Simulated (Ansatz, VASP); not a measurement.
# SnC3: VASP beside Ansatz

The input POSCAR:

```
SnC3
1.0
    2.9788882431      0.0000000000      0.0000000000
    0.0000000000      2.9788882431      0.0000000000
    0.0000000000      0.0000000000      4.6435166754
C Sn
3 1
Direct
    0.5000000000      0.0000000000      0.8203632750
    0.5000000000      0.5000000000      0.0000000000
    0.0000000000      0.5000000000      0.1796367250
    0.0000000000      0.0000000000      0.5000000000
```

INCAR.step1

```
SYSTEM = SnC3
PREC = Accurate
ENCUT = 520
EDIFF = 1E-5
ISMEAR = 0
SIGMA = 0.01
LREAL = .False.
LASPH = .True.
NELM = 60
ALGO = Normal
ISIF = 2
LWAVE = .True.
LCHARG = .False.
NBANDS = 21
GGA = PE
```

File INCAR.step2:

```
SYSTEM = SnC3
PREC = Accurate
ENCUT = 520
EDIFF = 1E-7
ISMEAR = 0
SIGMA = 0.01
LREAL = .False.
LASPH = .True.
NELM = 60
ALGO = Normal
ISIF = 2
LWAVE = .False.
LCHARG = .False.
GGA = PE
LHFCALC = .True.
AEXX = 0.05
HFSCREEN = 0.2078
PRECFOCK = Normal
NBANDS = 21
ISTART = 1
```

Contents of KPOINTS:

```
regular mesh
0
Gamma
  4 4 4
  0 0 0
```

Input for Ansatz:

```yaml
crystal:
  lattice:
    - [2.9788882431, 0.0, 0.0]
    - [0.0, 2.9788882431, 0.0]
    - [0.0, 0.0, 4.6435166754]
  atoms:
    - { symbol: C, position: [0.5, 0.0, 0.820363275] }
    - { symbol: C, position: [0.5, 0.5, 0.0] }
    - { symbol: C, position: [0.0, 0.5, 0.179636725] }
    - { symbol: Sn, position: [0.0, 0.0, 0.5] }
kpoints:
  mp_grid: { grid: [4, 4, 4] }
hamiltonian:
  xc:
    exchange: pbe
    correlation: pbe
    exx: { coeff: 0.05, omega: 0.2078 }
scf:
  occupations: { method: fixed }
  n_extra_bands: 5
output:
  forces: true
  stress: true
  eigenvalues: true
```

Alike in both runs: task single point; functional PBE-based screened hybrid with a share of 0.05 of exact exchange and HFSCREEN = 0.2078; k mesh 4 × 4 × 4; no spin polarisation.

|  | VASP | Ansatz |
| --- | --- | --- |
| version | VASP 6.6.1 | Ansatz 0.2.0 |
| potentials or method | VASP PAW PBE potentials, release 64 (C, Sn_d) | plane waves |
| plane-wave cutoff (eV) | 520 | 420 |
| occupations | gaussian, width 0.01 eV | fixed |
| valence electrons in the cell | 26 | 26 |

|  | VASP | Ansatz | Ansatz less VASP |
| --- | --- | --- | --- |
| gap on the k mesh at the Fermi level (eV) | 0.48 | 0.48 | -0.001 |
| pressure (GPa) | 1.2 | 1.2 | -0.03 |
| traceless stress, the component that is largest in VASP (GPa) | -0.78 | -0.65 | +0.126 |
| rms of the force components (eV/Å) | 0.108 | 0.114 | +0.0052 |

VASP's potentials were made for PBE, not for PBE-based screened hybrid. Atom by atom the forces differ by 0.005 eV/Å (rms over components). Ansatz's warnings: stress exchange threshold loose, stress scf threshold loose.

The k mesh is coarse, so the values compare programs but aren't converged.
